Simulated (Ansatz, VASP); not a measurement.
## Two plane-wave programs on Ge

```
Ge
1.0
     2.83788   -2.83788    0.00000
     2.83788    0.00000   -2.83788
     6.62172    5.20278    5.20278
Ge
6
Cartesian
  6.8580 1.1823 1.1823
  4.0201 -1.6556 1.1823
  6.8580 4.0201 4.0201
  8.2770 2.6012 2.6012
  8.2770 -0.2367 -0.2367
  2.6012 -0.2367 -0.2367
```

Alike in both runs: task single point; functional PBEsol; k mesh 13 × 13 × 5; occupations gaussian, width 0.15 eV; no spin polarisation.

|  | VASP | Ansatz |
| --- | --- | --- |
| version | VASP 6.6.1 | Ansatz 0.2.0 |
| potentials or method | VASP PAW PBE potentials, release 64 (Ge_d), cutoff 520 eV | scalar-relativistic, plane waves, PAW |
| valence electrons in the cell | 84 | 84 |

Ansatz gave:

| Item | Value |
| --- | --- |
| gap on the k mesh at the Fermi level (eV) | none |
| pressure (GPa) | -0.1 |
| traceless stress, the component that is largest in VASP (GPa) | -4.49 |
| rms of the force components (eV/Å) | 0.351 |

Which values does VASP return?

gap on the k mesh at the Fermi level (eV): none; pressure (GPa): -0.2; traceless stress, the component that is largest in VASP (GPa): -4.50; rms of the force components (eV/Å): 0.351.

VASP's potentials were made for PBE, not for PBEsol. Atom by atom the forces differ by 0.002 eV/Å (rms over components). A gap of «none» marks a metal or a gap that the smearing closes. With one functional, cell and mesh, what is left measures potentials, basis and numerics.
